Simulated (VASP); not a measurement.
Pb:

```
Pb
1.0
     3.48000    0.00000    0.00000
    -1.74000    3.01377    0.00000
     0.00000    0.00000    5.59000
Pb
2
Direct
  0.66667 0.33333 0.75000
  0.33333 0.66667 0.25000
```

```yaml
Program: VASP 6.6.1
Task: relaxation of cell and atoms
Functional: RPBE
Potentials_or_basis: VASP PAW PBE potentials, release 64 (Pb_d)
Cutoff: 600 eV
k_mesh: 9 × 9 × 5
Occupations: fermi-dirac, width 0.05 eV
Spin: no spin polarisation
```

At the start: pressure 5.8 GPa; volume 29.31 Å³/atom.

Problem. Where does the relaxation end?

Solution. Over 9 steps the energy falls by 70.8 meV/atom and the volume is 33.04 Å³/atom (+12.7 %); space group P6_3/mmc (No. 194, to 0.05 Å).

The path:
```
step  energy change (eV)  largest force (eV/Å)  pressure (GPa)  volume (Å³)
   1              0.0000                0.0000            5.84        58.63
   2             -0.1356                0.0000           -0.80        68.15
   3             -0.1393                0.0000           -0.04        66.53
   4             -0.1393                0.0000           -0.12        66.70
   5             -0.1403                0.0000           -0.12        66.55
   6             -0.1415                0.0000           -0.06        66.11
   7             -0.1415                0.0000            0.10        65.93
   8             -0.1415                0.0000            0.06        66.04
   9             -0.1415                0.0000            0.01        66.08
```

Final structure:
```cif
data_structure
_symmetry_space_group_name_H-M 'P 1'
_symmetry_Int_Tables_number 1
_cell_length_a 3.5597
_cell_length_b 3.5597
_cell_length_c 6.0214
_cell_angle_alpha 90.000
_cell_angle_beta 90.000
_cell_angle_gamma 120.000
_cell_volume 66.08
loop_
_atom_site_label
_atom_site_type_symbol
_atom_site_fract_x
_atom_site_fract_y
_atom_site_fract_z
_atom_site_occupancy
Pb1 Pb 0.66667 0.33333 0.75000 1
Pb2 Pb 0.33333 0.66667 0.25000 1
```

Caveat: the PAW data sets were made with another functional, which shifts forces and pressure a little; the volume moved by +13 % from the deposited cell, more than functionals usually miss.
